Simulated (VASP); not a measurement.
# MnSb (P6_3/mmc) in VASP: single point with revPBE

Aim: the single point of MnSb with revPBE.

Program: VASP 6.6.1. These are calculated values, not measurements. Logs are shortened: lines on timing, memory, paths and dates and some standing lists are left out, and cuts for length are marked.

## (1) The cell of the first run

The structure is hexagonal, space group P6_3/mmc (No. 194). The conventional cell has a = 4.144 Å, b = 4.144 Å, c = 5.669 Å, α = 90.00°, β = 90.00°, γ = 120.00°. Within 3.7 Å of Mn (site symmetry -3m) lie 6 Sb at 2.78 Å and 2 Mn at 2.83 Å. Within 3.8 Å of Sb (site symmetry -6m2) lie 6 Mn at 2.78 Å and 6 Sb at 3.71 Å.

## (2) Single point, revPBE, collinear spin, ferromagnetic start

INCAR

```
PREC = Accurate
ENCUT = 520
EDIFF = 1E-7
ISMEAR = 0
SIGMA = 0.1
LREAL = F
LASPH = T
NELM = 150
ALGO = Normal
ISIF = 2
LWAVE = F
LCHARG = F
ISPIN = 2
MAGMOM = 4.16 4.16 0 0
LORBIT = 11
LMAXMIX = 4
GGA = RE
NBANDS = 30
```

KPOINTS

```
regular mesh
0
Gamma
  12 12 6
```

POSCAR

```
MnSb
1.0
    4.1443641743      0.0000000000      0.0000000000
   -2.0721820872      3.5891246575      0.0000000000
    0.0000000000      0.0000000000      5.6686054365
Mn Sb
2 2
Direct
    0.0000000000      0.0000000000      0.0000000000
    0.0000000000      0.0000000000      0.5000000000
    0.3333333333      0.6666666667      0.2500000000
    0.6666666667      0.3333333333      0.7500000000
```

Potentials or basis: VASP PAW PBE potentials, release 64 (Mn_pv, Sb).

Run with:

```console
$ cat potpaw_PBE.64/Mn_pv/POTCAR potpaw_PBE.64/Sb/POTCAR > POTCAR
$ mpirun -np 1 vasp_std > vasp.out
```

OUTCAR:

```text
PREC = Accurate
   ENCUT = 520
   EDIFF = 1E-7
   ISMEAR = 0
   LREAL = F
   LASPH = T
   NELM = 150
   ISIF = 2
   ISPIN = 2
   LORBIT = 11
   GGA = RE

 ion  position               nearest neighbor table
   1  0.000  0.000  0.000-   3 2.78   4 2.78   4 2.78   3 2.78   4 2.78   3 2.78   2 2.83   2 2.83

   2  0.000  0.000  0.500-   3 2.78   4 2.78   4 2.78   3 2.78   4 2.78   3 2.78   1 2.83   1 2.83

   3  0.333  0.667  0.250-   1 2.78   2 2.78   1 2.78   2 2.78   1 2.78   2 2.78   4 3.71   4 3.71
                             4 3.71   4 3.71   4 3.71   4 3.71
   4  0.667  0.333  0.750-   1 2.78   2 2.78   1 2.78   2 2.78   1 2.78   2 2.78   3 3.71   3 3.71
                             3 3.71   3 3.71   3 3.71   3 3.71

  LATTYP: Found a hexagonal cell.
 ALAT       =     4.1443641743
 C/A-ratio  =     1.3677865164

  Lattice vectors:

 A1 = (   4.1443641743,   0.0000000000,   0.0000000000)
 A2 = (  -2.0721820872,   3.5891246575,   0.0000000000)
 A3 = (   0.0000000000,   0.0000000000,   5.6686054365)

Analysis of symmetry for initial positions (statically):
=====================================================================
 Subroutine PRICEL returns:
 Original cell was already a primitive cell.

 Routine SETGRP: Setting up the symmetry group for a
 hexagonal supercell.

 Subroutine GETGRP returns: Found 24 space group operations
 (whereof 12 operations were pure point group operations)
 out of a pool of 24 trial point group operations.

The static configuration has the point symmetry D_3d.
 The point group associated with its full space group is D_6h.

Analysis of symmetry for dynamics (positions and initial velocities):
=====================================================================
 Subroutine PRICEL returns:
 Original cell was already a primitive cell.

 Routine SETGRP: Setting up the symmetry group for a
 hexagonal supercell.

 Subroutine GETGRP returns: Found 24 space group operations
 (whereof 12 operations were pure point group operations)
 out of a pool of 24 trial point group operations.

The dynamic configuration has the point symmetry D_3d.
 The point group associated with its full space group is D_6h.

Analysis of structural, dynamic, and magnetic symmetry:
=====================================================================
 Subroutine PRICEL returns:
 Original cell was already a primitive cell.

 Routine SETGRP: Setting up the symmetry group for a
 hexagonal supercell.

 Subroutine GETGRP returns: Found 24 space group operations
 (whereof 12 operations were pure point group operations)
 out of a pool of 24 trial point group operations.

The overall configuration has the point symmetry D_3d.
 The point group associated with its full space group is D_6h.

 Subroutine INISYM returns: Found 24 space group operations
 (whereof 12 operations are pure point group operations),
 and found     1 'primitive' translations

----------------------------------------------------------------------------------------

                                     Primitive cell

  volume of cell :      84.3185

  direct lattice vectors                    reciprocal lattice vectors
     4.144364174  0.000000000  0.000000000     0.241291537  0.139309734  0.000000000
    -2.072182087  3.589124658  0.000000000     0.000000000  0.278619467  0.000000000
     0.000000000  0.000000000  5.668605437     0.000000000  0.000000000  0.176410232

  length of vectors
     4.144364174  4.144364174  5.668605437     0.278619467  0.278619467  0.176410232

  position of ions in fractional coordinates (direct lattice)
     0.000000000  0.000000000  0.000000000
     0.000000000  0.000000000  0.500000000
     0.333333333  0.666666667  0.250000000
     0.666666667  0.333333333  0.750000000

  ion indices of the primitive-cell ions
   primitive index   ion index
                 1           1
                 2           2
                 3           3
                 4           4

----------------------------------------------------------------------------------------

 KPOINTS: regular mesh

Automatic generation of k-mesh.
 Grid dimensions read from file:
 generate k-points for:   12   12    6

 Generating k-lattice:

  Cartesian coordinates                     Fractional coordinates (reciprocal lattice)
     0.020107628  0.011609144  0.000000000     0.083333333  0.000000000  0.000000000
     0.000000000  0.023218289  0.000000000     0.000000000  0.083333333  0.000000000
     0.000000000  0.000000000  0.029401705     0.000000000  0.000000000  0.166666667

  Length of vectors
     0.023218289  0.023218289  0.029401705

  Shift w.r.t. Gamma in fractional coordinates (k-lattice)
     0.000000000  0.000000000  0.000000000

 Subroutine IBZKPT returns following result:
 ===========================================

 Found     76 irreducible k-points:

 Following reciprocal coordinates:
            Coordinates               Weight
  0.000000  0.000000  0.000000      1.000000
  0.083333  0.000000  0.000000      6.000000
  0.166667  0.000000  0.000000      6.000000
  0.250000  0.000000  0.000000      6.000000
  0.333333  0.000000  0.000000      6.000000
  0.416667  0.000000  0.000000      6.000000
[... 16 lines left out ...]
  0.250000  0.000000  0.166667     12.000000
  0.333333  0.000000  0.166667     12.000000
 [... further k-points ...]
   k-points           NKPTS =     76   k-points in BZ     NKDIM =     76   number of bands    NBANDS=     30
   number of dos      NEDOS =    301   number of ions     NIONS =      4
   total plane-waves  NPLWV =  43008
   dimension x,y,z NGX =    32 NGY =   32 NGZ =   42
   dimension x,y,z NGXF=    64 NGYF=   64 NGZF=   84
   ions per type =               2   2
   NGX,Y,Z   is equivalent  to a cutoff of  12.84, 12.84, 12.32 a.u.
   NGXF,Y,Z  is equivalent  to a cutoff of  25.67, 25.67, 24.64 a.u.
 SYSTEM =  unknown system
   PREC   = accura    normal or accurate (medium, high low for compatibility)
   ISTART =      0    job   : 0-new  1-cont  2-samecut
   ICHARG =      2    charge: 1-file 2-atom 10-const
   ISPIN  =      2    spin polarized calculation?
   LNONCOLLINEAR =      F non collinear calculations
   LSORBIT =      F    spin-orbit coupling
   LASPH  =      T    aspherical Exc in radial PAW
   ENCUT  =  520.0 eV  38.22 Ry    6.18 a.u.   7.71  7.71 10.54*2*pi/ulx,y,z
   NELM   =    150;   NELMIN=  2; NELMDL= -5     # of ELM steps
   EDIFF  = 0.1E-06   stopping-criterion for ELM
   LREAL  =      F    real-space projection
   EDIFFG = 0.1E-05   stopping-criterion for IOM
   NSW    =      0    number of steps for IOM
   IBRION =     -1    ionic relax: 0-MD 1-quasi-New 2-CG
   NFREE  =      0    steps in history (QN), initial steepest desc. (CG)
   ISIF   =      2    stress and relaxation
   ISYM   =      2    0-nonsym 1-usesym 2-fastsym
   POTIM  = 0.5000    time-step for ionic-motion
   TEBEG  =    0.0;   TEEND  =   0.0 temperature during run
   PSTRESS=    0.0 pullay stress
   NELECT =      36.0000    total number of electrons
   NUPDOWN=      -1.0000    fix difference up-down
   EMIN   =  10.00;   EMAX   =-10.00  energy-range for DOS
   EFERMI =   0.00;   METHOD = LEGACY
   ISMEAR =     0;   SIGMA  =   0.10  broadening in eV -4-tet -1-fermi 0-gaus
   EFERMI_NEDOS =   21; number of points for ismear=-14 and -15
   IALGO  =     38    algorithm
   IMIX   =      4    mixing-type and parameters
     AMIX     =   0.40;   BMIX     =  1.00
     AMIX_MAG =   1.60;   BMIX_MAG =  1.00
  volume/ion in A,a.u.               =      21.08       142.25
  Fermi-wavevector in a.u.,A,eV,Ry     =   1.232730  2.329523 20.675743  1.519624
  Thomas-Fermi vector in A             =   2.367489
   LORBIT       =     11    0 simple, 1 ext, 2 COOP (PROOUT), +10 PAW based schemes
   GGA     = RE    functional components
   LHFCALC =     F    Hartree Fock is set to
   AEXX    =    0.0000 exact exchange contribution
   IVDW    =     0    specifies the selected vdW correction
   LEPSILON=     F    determine dielectric tensor
   LRPA    =     F    only Hartree local field effects (RPA)
 spin polarized calculation
 Gauss-broadening in eV      SIGMA  =   0.10
  energy-cutoff  :      520.00
  volume of cell :       84.32
 maximum number of plane-waves:      2307
 NGX is ok and might be reduce to    32
   NGX = 15   NGY = 15   NGZ = 21

 number of electron      36.0000045 magnetization       6.6457502

 Free energy of the ion-electron system (eV)
  ---------------------------------------------------
  ext. energy  EPLUGINS =         0.00000000
  ---------------------------------------------------
  free energy    TOTEN  =       -25.12287633 eV

  energy without entropy =      -25.11208472  energy(sigma->0) =      -25.11748053

 E-fermi :   8.0123     XC(G=0): -10.6490

 val. band max:        8.0111207793   @ k =   0.2500   0.0000   0.3333
 cond. band min:       8.0151268074   @ k =   0.3333   0.1667   0.1667
 fundamental gap:      0.0040060282
 Fermi energy:         8.0122547322

 spin component 1

 k-point     1 :       0.0000    0.0000    0.0000
  band No.  band energies     occupation
      1     -42.0043      1.00000
      2     -42.0043      1.00000
      3     -41.9950      1.00000
      4     -41.9950      1.00000
      5     -41.7514      1.00000
      6     -41.6535      1.00000
[... 781 lines left out ...]
     29      16.1832      0.00000
     30      16.6134      0.00000

 [... further k-points ...]

 spin component 2

 k-point     1 :       0.0000    0.0000    0.0000
  band No.  band energies     occupation
      1     -38.3667      1.00000
      2     -38.3667      1.00000
      3     -38.3554      1.00000
      4     -38.3554      1.00000
      5     -38.3061      1.00000
      6     -38.1908      1.00000
[... 781 lines left out ...]
     29      16.3767      0.00000
     30      17.1166      0.00000

 [... further k-points ...]
[... 5 lines left out ...]
  --------------------------------------------------------------------------------------
  -------------------------------------------------------------------------------------
  Total       -0.0320656     -0.0320656     -0.0311791      0.0000000     -0.0000000      0.0000000
  in kB       -0.6092936     -0.6092936     -0.5924500      0.0000000     -0.0000000      0.0000000
  external PRESSURE =      -0.6036791 kB  Pullay stress =       0.0000000 kB

 VOLUME and BASIS-vectors are now :
 -----------------------------------------------------------------------------
  energy-cutoff  :      520.00
  volume of cell :       84.32
      direct lattice vectors                 reciprocal lattice vectors
     4.144364174  0.000000000  0.000000000     0.241291537  0.139309734  0.000000000
    -2.072182087  3.589124658  0.000000000     0.000000000  0.278619467  0.000000000
     0.000000000  0.000000000  5.668605437     0.000000000  0.000000000  0.176410232

 POSITION                                       TOTAL-FORCE (eV/Angst)
 -----------------------------------------------------------------------------------
      0.00000      0.00000      0.00000         0.000000      0.000000      0.000000
      0.00000      0.00000      2.83430         0.000000      0.000000      0.000000
     -0.00000      2.39275      1.41715        -0.000000      0.000000     -0.000000
      2.07218      1.19637      4.25145         0.000000     -0.000000     -0.000000
 -----------------------------------------------------------------------------------
    total drift:                                0.000000     -0.000000      0.000000

  FREE ENERGIE OF THE ION-ELECTRON SYSTEM (eV)
  ---------------------------------------------------
  free  energy   TOTEN  =       -25.1228763298 eV

  energy  without entropy=      -25.1120847208  energy(sigma->0) =      -25.11748053

 total charge

# of ion       s       p       d       tot
------------------------------------------
    1        0.276   6.217   5.038  11.530
    2        0.276   6.217   5.038  11.530
    3        1.135   1.271   0.044   2.450
    4        1.135   1.271   0.044   2.450
--------------------------------------------------
tot          2.822  14.976  10.162  27.960

 magnetization (x)

# of ion       s       p       d       tot
------------------------------------------
    1        0.035   0.028   3.314   3.377
    2        0.035   0.028   3.314   3.377
    3        0.009  -0.149   0.006  -0.134
    4        0.009  -0.149   0.006  -0.134
--------------------------------------------------
tot          0.089  -0.241   6.640   6.487
```

Run time: 4.7 min. Hardware: 1 thread of Intel Xeon Platinum 8259CL at 2.50GHz (Skylake/Cascade Lake), shared host; peak memory 0.42 GiB.

Results:

```yaml
Free_energy: -25.1229 eV
Pressure: -0.1 GPa
Net_moment: 6.65 μB per cell
Site_moments: Mn +3.38; Sb -0.13 μB
Valence_electrons_inside_the_program's_atomic_spheres: Mn 11.53; Sb 2.45
```

Levels at points of the mesh, in eV from the Fermi level:
Spin up:
```tsv
k point	band 19	band 20	band 21	band 22	band 23	band 24
(0.00, 0.00, 0.00)	-0.40	0.43	0.43	2.25	2.25	2.78
(0.50, 0.00, 0.00)	-2.01	-1.87	-1.86	-0.84	0.81	3.19
(0.00, 0.00, 0.50)	-0.49	-0.49	1.73	1.73	1.73	1.73
(0.50, 0.00, 0.50)	-2.23	-2.23	0.09	0.09	1.20	1.20
```
Spin down:
| k point | band 11 | band 12 | band 13 | band 14 | band 15 | band 16 | band 17 | band 18 | band 19 | band 20 |
| --- | --- | --- | --- | --- | --- | --- | --- | --- | --- | --- |
| (0.00, 0.00, 0.00) | -2.57 | -1.00 | -0.02 | -0.02 | 0.31 | 0.31 | 0.50 | 0.50 | 1.55 | 1.55 |
| (0.50, 0.00, 0.00) | -2.82 | -2.38 | -2.29 | -2.08 | -1.12 | 0.48 | 0.71 | 0.77 | 0.93 | 1.45 |
| (0.00, 0.00, 0.50) | -1.71 | -1.71 | -1.71 | -1.71 | 0.55 | 0.55 | 0.55 | 0.55 | 0.80 | 0.80 |
| (0.50, 0.00, 0.50) | -2.12 | -2.12 | -1.57 | -1.57 | 0.33 | 0.33 | 0.86 | 0.86 | 0.88 | 0.88 |

Caveat: the PAW data sets were made with another functional, which shifts forces and pressure a little; spin-orbit coupling is left out, which moves the levels of the heavy elements; the run started ferromagnetic, and an antiferromagnetic order may lie lower in energy.
